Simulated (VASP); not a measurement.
A run of VASP 6.6.1 is set up as follows.

INCAR

```
SYSTEM = HPbNO4
ALGO = Normal
EDIFF = 1E-6
ENCUT = 520
GGA = PE
ISIF = 2
ISMEAR = -1
LASPH = .True.
LCHARG = .False.
LREAL = .False.
LWAVE = .False.
NBANDS = 31
NELM = 80
PREC = Accurate
SIGMA = 0.05
```

KPOINTS

```
k-points
0
Gamma
  6 4 4
  0 0 0
```

File POSCAR:

```
HPbNO4
1.0
    4.2753100000     -0.0004000000      0.0063600000
   -2.0839900000      5.2077500000     -0.0490700000
   -2.1237700000     -1.8657400000      4.9149100000
H Pb N O
1 1 1 4
Direct
    0.9907300000      0.0333000000      0.9099400000
    0.5027400000      0.8198900000      0.1428700000
    0.0083800000      0.4740800000      0.5026500000
    0.9981600000      0.9274100000      0.0287700000
    0.1946700000      0.7343500000      0.6085200000
    0.8167300000      0.3588200000      0.2455600000
    0.0138100000      0.3312100000      0.6521700000
```

Potentials or basis: VASP PAW PBE potentials, release 64 (H, Pb_d, N, O).

Command:

```console
$ cat potpaw_PBE.64/H/POTCAR potpaw_PBE.64/Pb_d/POTCAR potpaw_PBE.64/N/POTCAR potpaw_PBE.64/O/POTCAR > POTCAR
$ mpirun -np 1 vasp_std > vasp.out
```

(1) Predict the largest force.

(2) Estimate the band gap on the k mesh.

(3) Estimate the pressure.

Answers

(1) 0.387 eV/Å.

(2) 2.84 eV (least direct gap 3.14 eV).

(3) 0.6 GPa.

Caveat: spin-orbit coupling is left out, which moves the levels of the heavy elements.
